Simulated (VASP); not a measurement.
# C (P6_3/mmc) in VASP: a series of runs

Runs on C. Level: PBEsol+D3(BJ). Tasks: single point.

Program: VASP 6.6.1. These are calculated values, not measurements. Logs are shortened: lines on timing, memory, paths and dates and some standing lists are left out, and cuts for length are marked.

## Step 1: The cell of the first run

It takes space group P6_3/mmc (No. 194, hexagonal). Conventional cell: a = 2.476 Å, b = 2.476 Å, c = 6.019 Å, α = 90.00°, β = 90.00°, γ = 120.00°. Within 1.9 Å of C (site symmetry -6m2) lie 3 C at 1.43 Å. Within 1.9 Å of C (site symmetry -6m2) lie 3 C at 1.43 Å.

## Step 2: Single point, PBEsol+D3(BJ) (7.99 Å³/atom)

INCAR

```
SYSTEM = C
  ALGO = Normal
  EDIFF = 1E-6
  ENCUT = 520
  GGA = PS
  ISIF = 2
  ISMEAR = 0
  IVDW = 12
  LASPH = .TRUE.
  LCHARG = .FALSE.
  LREAL = .FALSE.
  LWAVE = .FALSE.
  NBANDS = 16
  NELM = 60
  PREC = Accurate
  SIGMA = 0.15
```

KPOINTS

```
k-points
0
G
  21 21 8
  0 0 0
```

POSCAR

```
C
1.0
    2.4759358948      0.0000000000      0.0000000000
   -1.2379679474      2.1442233831      0.0000000000
    0.0000000000      0.0000000000      6.0185049732
C
4
Direct
    0.0000000000      0.0000000000      0.0025000000
    0.0000000000      0.0000000000      0.5025000000
    0.3333333333      0.6666666667      0.0025000000
    0.6666666667      0.3333333333      0.5025000000
```

Potentials or basis: VASP PAW PBE potentials, release 64 (C).

On the command line:

```sh
$ cat potpaw_PBE.64/C/POTCAR > POTCAR
$ mpirun -np 1 vasp_std > vasp.out
```

OUTCAR:

```text
SYSTEM = C
   EDIFF = 1E-6
   ENCUT = 520
   GGA = PS
   ISIF = 2
   ISMEAR = 0
   IVDW = 12
   LASPH = .TRUE.
   LREAL = .FALSE.
   NELM = 60
   PREC = Accurate
 IVDW          = 12

 ion  position               nearest neighbor table
   1  0.000  0.000  0.002-   3 1.43   3 1.43   3 1.43
   2  0.000  0.000  0.502-   4 1.43   4 1.43   4 1.43
   3  0.333  0.667  0.002-   1 1.43   1 1.43   1 1.43
   4  0.667  0.333  0.502-   2 1.43   2 1.43   2 1.43

  LATTYP: Found a hexagonal cell.
 ALAT       =     2.4759358948
 C/A-ratio  =     2.4308000000

  Lattice vectors:

 A1 = (   2.4759358948,   0.0000000000,   0.0000000000)
 A2 = (  -1.2379679474,   2.1442233831,   0.0000000000)
 A3 = (   0.0000000000,   0.0000000000,   6.0185049732)

Analysis of symmetry for initial positions (statically):
=====================================================================
 Subroutine PRICEL returns:
 Original cell was already a primitive cell.

 Routine SETGRP: Setting up the symmetry group for a
 hexagonal supercell.

 Subroutine GETGRP returns: Found 24 space group operations
 (whereof  6 operations were pure point group operations)
 out of a pool of 24 trial point group operations.

The static configuration has the point symmetry C_3v.
 The point group associated with its full space group is D_6h.

Analysis of symmetry for dynamics (positions and initial velocities):
=====================================================================
 Subroutine PRICEL returns:
 Original cell was already a primitive cell.

 Routine SETGRP: Setting up the symmetry group for a
 hexagonal supercell.

 Subroutine GETGRP returns: Found 24 space group operations
 (whereof  6 operations were pure point group operations)
 out of a pool of 24 trial point group operations.

The dynamic configuration has the point symmetry C_3v.
 The point group associated with its full space group is D_6h.

 Subroutine INISYM returns: Found 24 space group operations
 (whereof  6 operations are pure point group operations),
 and found     1 'primitive' translations

----------------------------------------------------------------------------------------

                                     Primitive cell

  volume of cell :      31.9520

  direct lattice vectors                    reciprocal lattice vectors
     2.475935895  0.000000000  0.000000000     0.403887678  0.233184660  0.000000000
    -1.237967947  2.144223383  0.000000000     0.000000000  0.466369319  0.000000000
     0.000000000  0.000000000  6.018504973     0.000000000  0.000000000  0.166154220

  length of vectors
     2.475935895  2.475935895  6.018504973     0.466369319  0.466369319  0.166154220

  position of ions in fractional coordinates (direct lattice)
     0.000000000  0.000000000  0.002500000
     0.000000000  0.000000000  0.502500000
     0.333333333  0.666666667  0.002500000
     0.666666667  0.333333333  0.502500000

  ion indices of the primitive-cell ions
   primitive index   ion index
                 1           1
                 2           2
                 3           3
                 4           4

----------------------------------------------------------------------------------------

 KPOINTS: k-points

Automatic generation of k-mesh.
 Grid dimensions read from file:
 generate k-points for:   21   21    8

 Generating k-lattice:

  Cartesian coordinates                     Fractional coordinates (reciprocal lattice)
     0.019232747  0.011104031  0.000000000     0.047619048  0.000000000  0.000000000
     0.000000000  0.022208063  0.000000000     0.000000000  0.047619048  0.000000000
     0.000000000  0.000000000  0.020769278     0.000000000  0.000000000  0.125000000

  Length of vectors
     0.022208063  0.022208063  0.020769278

  Shift w.r.t. Gamma in fractional coordinates (k-lattice)
     0.000000000  0.000000000  0.000000000

 Subroutine IBZKPT returns following result:
 ===========================================

 Found    240 irreducible k-points:

 Following reciprocal coordinates:
            Coordinates               Weight
  0.000000  0.000000  0.000000      1.000000
  0.047619 -0.000000  0.000000      6.000000
  0.095238  0.000000  0.000000      6.000000
  0.142857  0.000000  0.000000      6.000000
  0.190476  0.000000  0.000000      6.000000
  0.238095  0.000000  0.000000      6.000000
[... 16 lines left out ...]
  0.142857  0.095238  0.000000     12.000000
  0.190476  0.095238  0.000000     12.000000
 [... further k-points ...]
   k-points           NKPTS =    240   k-points in BZ     NKDIM =    240   number of bands    NBANDS=     16
   number of dos      NEDOS =    301   number of ions     NIONS =      4
   total plane-waves  NPLWV =  15552
   dimension x,y,z NGX =    18 NGY =   18 NGZ =   48
   dimension x,y,z NGXF=    36 NGYF=   36 NGZF=   96
   ions per type =               4
   NGX,Y,Z   is equivalent  to a cutoff of  12.09, 12.09, 13.26 a.u.
   NGXF,Y,Z  is equivalent  to a cutoff of  24.17, 24.17, 26.52 a.u.
 SYSTEM =  C
   PREC   = accura    normal or accurate (medium, high low for compatibility)
   ISTART =      0    job   : 0-new  1-cont  2-samecut
   ICHARG =      2    charge: 1-file 2-atom 10-const
   ISPIN  =      1    spin polarized calculation?
   LNONCOLLINEAR =      F non collinear calculations
   LSORBIT =      F    spin-orbit coupling
   LASPH  =      T    aspherical Exc in radial PAW
   ENCUT  =  520.0 eV  38.22 Ry    6.18 a.u.   4.60  4.60 11.19*2*pi/ulx,y,z
   NELM   =     60;   NELMIN=  2; NELMDL= -5     # of ELM steps
   EDIFF  = 0.1E-05   stopping-criterion for ELM
   LREAL  =      F    real-space projection
   EDIFFG = 0.1E-04   stopping-criterion for IOM
   NSW    =      0    number of steps for IOM
   IBRION =     -1    ionic relax: 0-MD 1-quasi-New 2-CG
   NFREE  =      0    steps in history (QN), initial steepest desc. (CG)
   ISIF   =      2    stress and relaxation
   ISYM   =      2    0-nonsym 1-usesym 2-fastsym
   POTIM  = 0.5000    time-step for ionic-motion
   TEBEG  =    0.0;   TEEND  =   0.0 temperature during run
   PSTRESS=    0.0 pullay stress
   NELECT =      16.0000    total number of electrons
   NUPDOWN=      -1.0000    fix difference up-down
   EMIN   =  10.00;   EMAX   =-10.00  energy-range for DOS
   EFERMI =   0.00;   METHOD = LEGACY
   ISMEAR =     0;   SIGMA  =   0.15  broadening in eV -4-tet -1-fermi 0-gaus
   EFERMI_NEDOS =   21; number of points for ismear=-14 and -15
   IALGO  =     38    algorithm
   IMIX   =      4    mixing-type and parameters
     AMIX     =   0.40;   BMIX     =  1.00
     AMIX_MAG =   1.60;   BMIX_MAG =  1.00
  volume/ion in A,a.u.               =       7.99        53.91
  Fermi-wavevector in a.u.,A,eV,Ry     =   1.300016  2.456675 22.994424  1.690042
  Thomas-Fermi vector in A             =   2.431243
   LORBIT       =      0    0 simple, 1 ext, 2 COOP (PROOUT), +10 PAW based schemes
   GGA     = PS    functional components
   LHFCALC =     F    Hartree Fock is set to
   AEXX    =    0.0000 exact exchange contribution
   IVDW    =    12    specifies the selected vdW correction
   LEPSILON=     F    determine dielectric tensor
   LRPA    =     F    only Hartree local field effects (RPA)
 non-spin polarized calculation
 Gauss-broadening in eV      SIGMA  =   0.15
  energy-cutoff  :      520.00
  volume of cell :       31.95
 maximum number of plane-waves:       880
   NGX =  9   NGY =  9   NGZ = 23

 number of electron      15.9999995 magnetization

 Free energy of the ion-electron system (eV)
  ---------------------------------------------------
  ext. energy  EPLUGINS =         0.00000000
  ---------------------------------------------------
  free energy    TOTEN  =       -38.47058201 eV

  energy without entropy =      -38.46975437  energy(sigma->0) =      -38.47016819

 E-fermi :   5.4803     XC(G=0): -11.2672

 val. band max:        5.4784897140   @ k =   0.3333   0.3333   0.2500
 cond. band min:       5.4843052737   @ k =   0.3333   0.3333   0.5000
 fundamental gap:      0.0058155596
 Fermi energy:         5.4803041571

 k-point     1 :       0.0000    0.0000    0.0000
  band No.  band energies     occupation
      1     -14.1590      2.00000
      2     -13.4758      2.00000
      3      -3.5298      2.00000
      4      -0.1421      2.00000
      5       2.5481      2.00000
      6       2.5481      2.00000
[... 8 lines left out ...]
     15      17.1085      0.00000
     16      17.6450      0.00000

 k-point     2 :       0.0476   -0.0000    0.0000
  band No.  band energies     occupation
      1     -14.1048      2.00000
      2     -13.4235      2.00000
      3      -3.4639      2.00000
      4      -0.0828      2.00000
      5       2.3211      2.00000
      6       2.3919      2.00000
[... 8 lines left out ...]
     15      16.9320      0.00000
     16      17.7402      0.00000

 k-point     3 :       0.0952    0.0000    0.0000
  band No.  band energies     occupation
      1     -13.9421      2.00000
      2     -13.2667      2.00000
      3      -3.2666      2.00000
      4       0.0943      2.00000
      5       1.6881      2.00000
      6       1.7938      2.00000
[... 8 lines left out ...]
     15      16.4244      0.00000
     16      18.0406      0.00000

 k-point     4 :       0.1429    0.0000    0.0000
  band No.  band energies     occupation
      1     -13.6718      2.00000
      2     -13.0059      2.00000
      3      -2.9390      2.00000
      4       0.3868      2.00000
      5       0.7538      2.00000
      6       0.9033      2.00000
[... 8 lines left out ...]
     15      15.7552      0.00000
     16      18.5394      0.00000

 k-point     5 :       0.1905    0.0000    0.0000
  band No.  band energies     occupation
      1     -13.2947      2.00000
      2     -12.6423      2.00000
      3      -2.4834      2.00000
      4      -0.3734      2.00000
      5      -0.1767      2.00000
      6       0.7900      2.00000
[... 8 lines left out ...]
     15      17.0328      0.00000
     16      19.1618      0.00000

 k-point     6 :       0.2381    0.0000    0.0000
  band No.  band energies     occupation
      1     -12.8123      2.00000
      2     -12.1771      2.00000
      3      -1.9036      2.00000
      4      -1.6063      2.00000
      5      -1.3621      2.00000
      6       0.6283      2.00000
[... 8 lines left out ...]
     15      18.4968      0.00000
     16      19.7814      0.00000
[... 267 lines left out ...]
 k-point    21 :       0.4762    0.0476    0.0000
  band No.  band energies     occupation
      1      -8.7290      2.00000
      2      -8.4724      2.00000
      3      -7.6027      2.00000
      4      -7.4163      2.00000
      5      -1.0461      2.00000
      6      -0.8794      2.00000
[... 8 lines left out ...]
     15      20.4729      0.00000
     16      20.9353      0.00000

 k-point    22 :       0.0952    0.0952    0.0000
  band No.  band energies     occupation
      1     -13.5099      2.00000
      2     -12.8499      2.00000
      3      -2.7432      2.00000
      4       0.4343      2.00000
      5       0.5316      2.00000
      6       0.5608      2.00000
[... 8 lines left out ...]
     15      15.7373      0.00000
     16      19.0844      0.00000

 k-point    23 :       0.1429    0.0952    0.0000
  band No.  band energies     occupation
      1     -13.1336      2.00000
      2     -12.4870      2.00000
      3      -2.2891      2.00000
      4      -0.5223      2.00000
      5      -0.3796      2.00000
      6       0.6291      2.00000
[... 8 lines left out ...]
     15      16.5082      0.00000
     16      19.4443      0.00000

 k-point    24 :       0.1905    0.0952    0.0000
  band No.  band energies     occupation
      1     -12.6523      2.00000
      2     -12.0229      2.00000
      3      -1.7111      2.00000
      4      -1.6440      2.00000
      5      -1.4352      2.00000
      6       0.0380      2.00000
[... 8 lines left out ...]
     15      17.6042      0.00000
     16      19.5673      0.00000

 [... further k-points ...]

------------------------ aborting loop because EDIFF is reached ----------------------------------------

 Edisp (eV)   -0.48771

 E8    (eV) :    -0.2369

  FORCE on cell =-STRESS in cart. coord.  units (eV):
  Direction    XX          YY          ZZ          XY          YZ          ZX
  --------------------------------------------------------------------------------------
  -------------------------------------------------------------------------------------
  Total      -1.86906    -1.86906     1.07658     0.00000    -0.00000     0.00000
  in kB     -93.72063   -93.72063    53.98343     0.00000    -0.00000     0.00000
  external pressure =      -44.49 kB  Pullay stress =        0.00 kB

 VOLUME and BASIS-vectors are now :
 -----------------------------------------------------------------------------
  energy-cutoff  :      520.00
  volume of cell :       31.95
      direct lattice vectors                 reciprocal lattice vectors
     2.475935895  0.000000000  0.000000000     0.403887678  0.233184660  0.000000000
    -1.237967947  2.144223383  0.000000000     0.000000000  0.466369319  0.000000000
     0.000000000  0.000000000  6.018504973     0.000000000  0.000000000  0.166154220

 POSITION                                       TOTAL-FORCE (eV/Angst)
 -----------------------------------------------------------------------------------
      0.00000      0.00000      0.01505        -0.000000      0.000000      0.000000
      0.00000      0.00000      3.02430         0.000000     -0.000000      0.000000
     -0.00000      1.42948      0.01505         0.000000     -0.000000      0.000000
      1.23797      0.71474      3.02430        -0.000000      0.000000     -0.000000
 -----------------------------------------------------------------------------------
    total drift:                                0.000000      0.000000      0.000031

  FREE ENERGIE OF THE ION-ELECTRON SYSTEM (eV)
  ---------------------------------------------------
  free  energy   TOTEN  =       -38.9582955455 eV

  energy  without entropy=      -38.9574679074  energy(sigma->0) =      -38.95788173
```

It took 37 s on 1 thread of AMD EPYC 9R45 (Zen 5), shared host; peak memory 0.18 GiB.

Results:

```yaml
Free_energy: -38.9583 eV
Pressure: -4.4 GPa
Band_gap_on_the_k_mesh: zero (bands 8 and 9 overlap by 0.10 eV)
Dispersion_energy_per_atom: -0.122 eV
```

Caveat: the stress differs along the axes, from -9 to 5 GPa; the PAW data sets were made with another functional, which shifts forces and pressure a little.

## Step 3: Single point, PBEsol+D3(BJ) (7.99 Å³/atom)

INCAR

```
SYSTEM = C
PREC = Accurate
ENCUT = 520
EDIFF = 1E-7
ISMEAR = 0
SIGMA = 0.15
LREAL = .FALSE.
LASPH = .TRUE.
NELM = 80
ALGO = Normal
ISIF = 2
LWAVE = .FALSE.
LCHARG = .FALSE.
GGA = PS
IVDW = 12
NBANDS = 16
```

KPOINTS

```
regular mesh
0
G
  21 21 8
  0 0 0
```

POSCAR

```
C
1.0
    2.3975832587      0.0000000000      0.0000000000
   -1.1987916294      2.0763680097      0.0000000000
    0.0000000000      0.0000000000      6.4183001207
C
4
Direct
    0.0000000000      0.0000000000      0.0025000000
    0.0000000000      0.0000000000      0.5025000000
    0.3333333333      0.6666666667      0.0025000000
    0.6666666667      0.3333333333      0.5025000000
```

Potentials or basis: VASP PAW PBE potentials, release 64 (C).

On the command line:

```sh
$ cat potpaw_PBE.64/C/POTCAR > POTCAR
$ mpirun -np 1 vasp_std > vasp.out
```

Wall time 41 s (1 thread of AMD EPYC 9R45 (Zen 5), shared host); peak memory 0.19 GiB.

Results (log left out):

- Free energy: -38.8080 eV
- Pressure: 26.9 GPa
- Band gap on the k mesh: zero (bands 8 and 9 overlap by 0.05 eV)
- Dispersion energy per atom: -0.113 eV

Stress tensor (GPa, compression positive):
```
39.86  0.00  0.00
 0.00 39.86  0.00
 0.00  0.00  0.88
```

Levels at points of the mesh, in eV from the Fermi level:
```csv
k point,band 5,band 6,band 7,band 8,band 9,band 10,band 11,band 12
"(0.00, 0.00, 0.00)",-2.91,-2.91,-2.88,-2.88,4.13,8.88,8.88,8.95
"(0.00, 0.00, 0.50)",-2.90,-2.90,-2.90,-2.90,7.16,7.16,8.91,8.91
```

Caveat: the stress differs along the axes, from 1 to 40 GPa; the PAW data sets were made with another functional, which shifts forces and pressure a little.

## Step 4: Single point, PBEsol+D3(BJ) (7.99 Å³/atom)

INCAR

```
PREC = Accurate
ENCUT = 520
EDIFF = 1E-7
ISMEAR = 0
SIGMA = 0.15
LREAL = F
LASPH = T
NELM = 60
ALGO = Normal
ISIF = 2
LWAVE = F
LCHARG = F
GGA = PS
IVDW = 12
NBANDS = 16
```

KPOINTS

```
Automatic mesh
0
Gamma
  21 21 8
```

POSCAR

```
C
1.0
    2.3593358430      0.0000000000      0.0000000000
   -1.1796679215      2.0432447761      0.0000000000
    0.0000000000      0.0000000000      6.6280821837
C
4
Direct
    0.0000000000      0.0000000000      0.0025000000
    0.0000000000      0.0000000000      0.5025000000
    0.3333333333      0.6666666667      0.0025000000
    0.6666666667      0.3333333333      0.5025000000
```

On the command line:

```sh
$ cat potpaw_PBE.64/C/POTCAR > POTCAR
$ mpirun -np 1 vasp_std > vasp.out
```

Wall time 42 s (1 thread of AMD EPYC 9R45 (Zen 5), shared host); peak memory 0.19 GiB.

It converged, with:

| Item | Value |
| --- | --- |
| Free energy | -38.4682 eV |
| Pressure | 44.1 GPa |
| Band gap on the k mesh | zero (bands 8 and 9 overlap by 0.03 eV) |
| Dispersion energy per atom | -0.106 eV |

Stress tensor (GPa, compression positive):
```
66.48  0.00  0.00
 0.00 66.48  0.00
 0.00  0.00 -0.52
```

Levels at points of the mesh, in eV from the Fermi level:
| k point | band 6 | band 7 | band 8 | band 9 | band 10 | band 11 |
| --- | --- | --- | --- | --- | --- | --- |
| (0.00, 0.00, 0.00) | -2.89 | -2.87 | -2.87 | 3.62 | 9.22 | 9.22 |
| (0.00, 0.00, 0.50) | -2.88 | -2.88 | -2.88 | 6.37 | 6.37 | 9.24 |

Caveat: the stress differs along the axes, from -1 to 66 GPa; the PAW data sets were made with another functional, which shifts forces and pressure a little.

(Continued in part 2 of 2.)
